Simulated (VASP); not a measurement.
# ZrN in VASP: single point with PBEsol

Aim: the single point of ZrN with PBEsol.

All numbers are computed with VASP 6.6.1; they aren't measurements. Logs are shortened: lines on timing, memory, paths and dates and some standing lists are left out, and cuts for length are marked.

## 1. The cell of the first run

The cell holds a slab with vacuum, 8 atoms: a = 3.219 Å, b = 3.219 Å, c = 35.171 Å, α = 90.00°, β = 90.00°, γ = 120.00°.

## 2. Single point, PBEsol

Contents of INCAR:

```
PREC = Accurate ; ENCUT = 520
EDIFF = 1E-6 ; ISMEAR = 0
SIGMA = 0.1 ; LREAL = False
LASPH = True ; NELM = 80
ALGO = Normal ; ISIF = 2
LWAVE = False ; LCHARG = False
LDIPOL = True ; IDIPOL = 3
DIPOL = 0.5 0.5 0.355 ; GGA = PS
NBANDS = 44
```

Contents of KPOINTS:

```
Automatic mesh
0
Gamma
  12 12 1
```

Contents of POSCAR:

```
ZrN
1.0
    3.2188796041      0.0000000000      0.0000000000
   -1.6094398020      2.7876315089      0.0000000000
    0.0000000000      0.0000000000     35.1706547656
N Zr
4 4
Direct
    0.2451173725      0.7548826275      0.2320069126
   -0.0882643506      0.0882643506      0.3008715732
    0.5784096267      0.4215903733      0.3730276186
    0.2450771481      0.7549228519      0.4472836696
    0.5784495133      0.4215504867      0.2541874652
    0.2450843814      0.7549156186      0.3351354743
   -0.0882412713      0.0882412713      0.4105830419
    0.5784235858      0.4215764142      0.4869499688
```

Potentials or basis: VASP PAW PBE potentials, release 64 (N, Zr_sv).

The run is started by

```
cat potpaw_PBE.64/N/POTCAR potpaw_PBE.64/Zr_sv/POTCAR > POTCAR
mpirun -np 1 vasp_std > vasp.out
```

OUTCAR:

```text
PREC = Accurate
   ENCUT = 520
   EDIFF = 1E-6
   ISMEAR = 0
   LREAL = False
   LASPH = True
   NELM = 80
   ISIF = 2
   GGA = PS

 ion  position               nearest neighbor table
   1  0.245  0.755  0.232-   5 2.02   5 2.02   5 2.02
   2  0.912  0.088  0.301-   6 2.21   6 2.21   6 2.22   5 2.48   5 2.48   5 2.48
   3  0.578  0.422  0.373-   7 2.28   7 2.28   7 2.28   6 2.29   6 2.29   6 2.29
   4  0.245  0.755  0.447-   7 2.26   7 2.26   7 2.26   8 2.32   8 2.32   8 2.32
   5  0.578  0.422  0.254-   1 2.02   1 2.02   1 2.02   2 2.48   2 2.48   2 2.48   6 3.40   6 3.40
                             6 3.40
   6  0.245  0.755  0.335-   2 2.21   2 2.21   2 2.22   3 2.29   3 2.29   3 2.29   7 3.24   7 3.24
                             7 3.24   5 3.40   5 3.40   5 3.40
   7  0.912  0.088  0.411-   4 2.26   4 2.26   4 2.26   3 2.28   3 2.28   3 2.28   6 3.24   6 3.24
                             6 3.24   8 3.27   8 3.27   8 3.27
   8  0.578  0.422  0.487-   4 2.32   4 2.32   4 2.32   7 3.27   7 3.27   7 3.27

  LATTYP: Found a hexagonal cell.
 ALAT       =     3.2188796041
 C/A-ratio  =    10.9263654101

  Lattice vectors:

 A1 = (   3.2188796041,   0.0000000000,   0.0000000000)
 A2 = (  -1.6094398020,   2.7876315089,   0.0000000000)
 A3 = (   0.0000000000,   0.0000000000,  35.1706547656)

Analysis of symmetry for initial positions (statically):
=====================================================================
 Subroutine PRICEL returns:
 Original cell was already a primitive cell.

 Routine SETGRP: Setting up the symmetry group for a
 hexagonal supercell.

 Subroutine GETGRP returns: Found  2 space group operations
 (whereof  2 operations were pure point group operations)
 out of a pool of 24 trial point group operations.

The static configuration has the point symmetry C_1h.

Analysis of symmetry for dynamics (positions and initial velocities):
=====================================================================
 Subroutine PRICEL returns:
 Original cell was already a primitive cell.

 Routine SETGRP: Setting up the symmetry group for a
 hexagonal supercell.

 Subroutine GETGRP returns: Found  2 space group operations
 (whereof  2 operations were pure point group operations)
 out of a pool of 24 trial point group operations.

The dynamic configuration has the point symmetry C_1h.

 Subroutine INISYM returns: Found  2 space group operations
 (whereof  2 operations are pure point group operations),
 and found     1 'primitive' translations

----------------------------------------------------------------------------------------

                                     Primitive cell

  volume of cell :     315.5881

  direct lattice vectors                    reciprocal lattice vectors
     3.218879604  0.000000000  0.000000000     0.310667103  0.179363735  0.000000000
    -1.609439802  2.787631509  0.000000000     0.000000000  0.358727471  0.000000000
     0.000000000  0.000000000 35.170654766     0.000000000  0.000000000  0.028432795

  length of vectors
     3.218879604  3.218879604 35.170654766     0.358727471  0.358727471  0.028432795

  position of ions in fractional coordinates (direct lattice)
     0.245117372  0.754882628  0.232006913
     0.911735649  0.088264351  0.300871573
     0.578409627  0.421590373  0.373027619
     0.245077148  0.754922852  0.447283670
     0.578449513  0.421550487  0.254187465
     0.245084381  0.754915619  0.335135474
     0.911758729  0.088241271  0.410583042
     0.578423586  0.421576414  0.486949969

  ion indices of the primitive-cell ions
   primitive index   ion index
                 1           1
                 2           2
                 3           3
                 4           4
                 5           5
                 6           6
                 7           7
                 8           8

----------------------------------------------------------------------------------------

 KPOINTS: Automatic mesh

Automatic generation of k-mesh.
 Grid dimensions read from file:
 generate k-points for:   12   12    1

 Generating k-lattice:

  Cartesian coordinates                     Fractional coordinates (reciprocal lattice)
     0.025888925  0.014946978  0.000000000     0.083333333  0.000000000  0.000000000
     0.000000000  0.029893956  0.000000000     0.000000000  0.083333333  0.000000000
     0.000000000  0.000000000  0.028432795     0.000000000  0.000000000  1.000000000

  Length of vectors
     0.029893956  0.029893956  0.028432795

  Shift w.r.t. Gamma in fractional coordinates (k-lattice)
     0.000000000  0.000000000  0.000000000

 Subroutine IBZKPT returns following result:
 ===========================================

 Found     43 irreducible k-points:

 Following reciprocal coordinates:
            Coordinates               Weight
  0.000000  0.000000  0.000000      1.000000
  0.083333  0.000000  0.000000      4.000000
 -0.083333  0.083333  0.000000      2.000000
  0.166667 -0.000000  0.000000      4.000000
 -0.166667  0.166667  0.000000      2.000000
  0.250000 -0.000000  0.000000      4.000000
[... 16 lines left out ...]
 -0.083333  0.416667  0.000000      4.000000
 -0.416667  0.333333  0.000000      4.000000
 [... further k-points ...]
   k-points           NKPTS =     43   k-points in BZ     NKDIM =     43   number of bands    NBANDS=     44
   number of dos      NEDOS =    301   number of ions     NIONS =      8
   total plane-waves  NPLWV = 155520
   dimension x,y,z NGX =    24 NGY =   24 NGZ =  270
   dimension x,y,z NGXF=    48 NGYF=   48 NGZF=  540
   ions per type =               4   4
   NGX,Y,Z   is equivalent  to a cutoff of  12.40, 12.40, 12.76 a.u.
   NGXF,Y,Z  is equivalent  to a cutoff of  24.79, 24.79, 25.52 a.u.
 SYSTEM =  unknown system
   PREC   = accura    normal or accurate (medium, high low for compatibility)
   ISTART =      0    job   : 0-new  1-cont  2-samecut
   ICHARG =      2    charge: 1-file 2-atom 10-const
   ISPIN  =      1    spin polarized calculation?
   LNONCOLLINEAR =      F non collinear calculations
   LSORBIT =      F    spin-orbit coupling
   LASPH  =      T    aspherical Exc in radial PAW
   ENCUT  =  520.0 eV  38.22 Ry    6.18 a.u.   5.98  5.98 65.39*2*pi/ulx,y,z
   NELM   =     80;   NELMIN=  2; NELMDL= -5     # of ELM steps
   EDIFF  = 0.1E-05   stopping-criterion for ELM
   LREAL  =      F    real-space projection
   EDIFFG = 0.1E-04   stopping-criterion for IOM
   NSW    =      0    number of steps for IOM
   IBRION =     -1    ionic relax: 0-MD 1-quasi-New 2-CG
   NFREE  =      0    steps in history (QN), initial steepest desc. (CG)
   ISIF   =      2    stress and relaxation
   ISYM   =      2    0-nonsym 1-usesym 2-fastsym
   POTIM  = 0.5000    time-step for ionic-motion
   TEBEG  =    0.0;   TEEND  =   0.0 temperature during run
   PSTRESS=    0.0 pullay stress
   NELECT =      68.0000    total number of electrons
   NUPDOWN=      -1.0000    fix difference up-down
   EMIN   =  10.00;   EMAX   =-10.00  energy-range for DOS
   EFERMI =   0.00;   METHOD = LEGACY
   ISMEAR =     0;   SIGMA  =   0.10  broadening in eV -4-tet -1-fermi 0-gaus
   EFERMI_NEDOS =   21; number of points for ismear=-14 and -15
   IALGO  =     38    algorithm
   IMIX   =      4    mixing-type and parameters
     AMIX     =   0.40;   BMIX     =  1.00
     AMIX_MAG =   1.60;   BMIX_MAG =  1.00
  volume/ion in A,a.u.               =      39.45       266.21
  Fermi-wavevector in a.u.,A,eV,Ry     =   0.981456  1.854683 13.105899  0.963256
  Thomas-Fermi vector in A             =   2.112464
   LORBIT       =      0    0 simple, 1 ext, 2 COOP (PROOUT), +10 PAW based schemes
   GGA     = PS    functional components
   LHFCALC =     F    Hartree Fock is set to
   AEXX    =    0.0000 exact exchange contribution
   IVDW    =     0    specifies the selected vdW correction
   LEPSILON=     F    determine dielectric tensor
   LRPA    =     F    only Hartree local field effects (RPA)
 non-spin polarized calculation
 Gauss-broadening in eV      SIGMA  =   0.10
  energy-cutoff  :      520.00
  volume of cell :      315.59
 maximum number of plane-waves:      8586
   NGX = 11   NGY = 11   NGZ =131

 dipolmoment           0.000000      0.000000      0.026277 electrons x Angstroem

 number of electron      68.0000001 magnetization

 dipolmoment           0.000000      0.000000     -0.092541 electrons x Angstroem

 Free energy of the ion-electron system (eV)
  ---------------------------------------------------
  ext. energy  EPLUGINS =         0.00000000
  ---------------------------------------------------
  free energy    TOTEN  =       -82.45047355 eV

  energy without entropy =      -82.42965830  energy(sigma->0) =      -82.44006593

 E-fermi :  -0.1908     XC(G=0):  -4.4531

 val. band max:       -0.1977779802   @ k =   0.4167   0.3333   0.0000
 cond. band min:      -0.1667814171   @ k =  -0.1667   0.5000   0.0000
 fundamental gap:      0.0309965631
 Fermi energy:        -0.1908031141

 k-point     1 :       0.0000    0.0000    0.0000
  band No.  band energies     occupation
      1     -49.6293      2.00000
      2     -49.5509      2.00000
      3     -49.3831      2.00000
      4     -48.3236      2.00000
      5     -28.2970      2.00000
      6     -27.8275      2.00000
[... 36 lines left out ...]
     43       2.4138      0.00000
     44       2.4138      0.00000

 k-point     2 :       0.0833    0.0000    0.0000
  band No.  band energies     occupation
      1     -49.6213      2.00000
      2     -49.5447      2.00000
      3     -49.3774      2.00000
      4     -48.3160      2.00000
      5     -28.2721      2.00000
      6     -27.8253      2.00000
[... 1026 lines left out ...]
 k-point    24 :      -0.4167    0.3333    0.0000
  band No.  band energies     occupation
      1     -49.5194      2.00000
      2     -49.4723      2.00000
      3     -49.3070      2.00000
      4     -48.2232      2.00000
      5     -28.2847      2.00000
      6     -28.1441      2.00000
[... 36 lines left out ...]
     43       3.6685      0.00000
     44       4.0022      0.00000

 [... further k-points ...]

------------------------ aborting loop because EDIFF is reached ----------------------------------------

 vacuum level on the upper side and lower side of the slab       (xc-potential included)        -0.926         0.913

  FORCE on cell =-STRESS in cart. coord.  units (eV):
  Direction    XX          YY          ZZ          XY          YZ          ZX
  --------------------------------------------------------------------------------------
  -------------------------------------------------------------------------------------
  Total        1.4519276      1.4521648     -2.0524935      0.0002054     -0.0002814      0.0004875
  in kB        7.3711456      7.3723497    -10.4200986      0.0010428     -0.0014287      0.0024747
  external PRESSURE =       1.4411322 kB  Pullay stress =       0.0000000 kB

 VOLUME and BASIS-vectors are now :
 -----------------------------------------------------------------------------
  energy-cutoff  :      520.00
  volume of cell :      315.59
      direct lattice vectors                 reciprocal lattice vectors
     3.218879604  0.000000000  0.000000000     0.310667103  0.179363735  0.000000000
    -1.609439802  2.787631509  0.000000000     0.000000000  0.358727471  0.000000000
     0.000000000  0.000000000 35.170654766     0.000000000  0.000000000  0.028432795

 POSITION                                       TOTAL-FORCE (eV/Angst)
 -----------------------------------------------------------------------------------
     -0.42593      2.10433      8.15984        -0.000449      0.000259     -0.047617
      2.79271      0.24605     10.58185         0.000804     -0.000464      0.022231
      1.18331      1.17524     13.11963         0.000497     -0.000287     -0.142783
     -0.42613      2.10445     15.73126         0.000571     -0.000330      0.655415
      1.18350      1.17513      8.93994         0.000033     -0.000019      0.037948
     -0.42609      2.10443     11.78693        -0.000432      0.000250     -0.158052
      2.79282      0.24598     14.44047        -0.000814      0.000470      0.907676
      1.18337      1.17520     17.12635        -0.000211      0.000122     -1.274817
 -----------------------------------------------------------------------------------
    total drift:                                0.000349     -0.000202      0.001254

  FREE ENERGIE OF THE ION-ELECTRON SYSTEM (eV)
  ---------------------------------------------------
  free  energy   TOTEN  =       -82.4504735543 eV

  energy  without entropy=      -82.4296582989  energy(sigma->0) =      -82.44006593

 vacuum level on the upper side and lower side of the slab         4.180         6.046
```

Run time: 16 min. Hardware: 1 thread of Intel Xeon Platinum 8488C (Sapphire Rapids), shared host; peak memory 0.67 GiB.

What came out:

* Free energy: -82.4505 eV
* Largest force: 1.275 eV/Å
* Band gap on the k mesh: zero (bands 34 and 35 overlap by 0.32 eV)

Forces in eV/Å, atoms in the order of the input:
```
N    0.000  0.000 -0.048
N    0.001  0.000  0.022
N    0.000  0.000 -0.143
N    0.001  0.000  0.655
Zr   0.000  0.000  0.038
Zr   0.000  0.000 -0.158
Zr  -0.001  0.000  0.908
Zr   0.000  0.000 -1.275
```

Levels at points of the mesh, in eV from the Fermi level:
```
           k point  band 30  band 31  band 32  band 33  band 34  band 35  band 36  band 37  band 38  band 39
(0.00, 0.00, 0.00)    -2.65    -2.33    -2.33    -1.13    -0.22     0.17     0.17     0.79     1.22     1.22
(0.50, 0.00, 0.00)    -3.31    -2.17    -1.77    -1.30    -0.37     0.37     1.59     2.36     3.18     3.35
(0.50, 0.50, 0.00)    -3.31    -2.17    -1.77    -1.30    -0.37     0.37     1.59     2.36     3.18     3.35
```

Caveat: the PAW data sets were made with another functional, which shifts forces and pressure a little.

The gap in the log of VASP goes by the Fermi energy; the results here count the filled bands.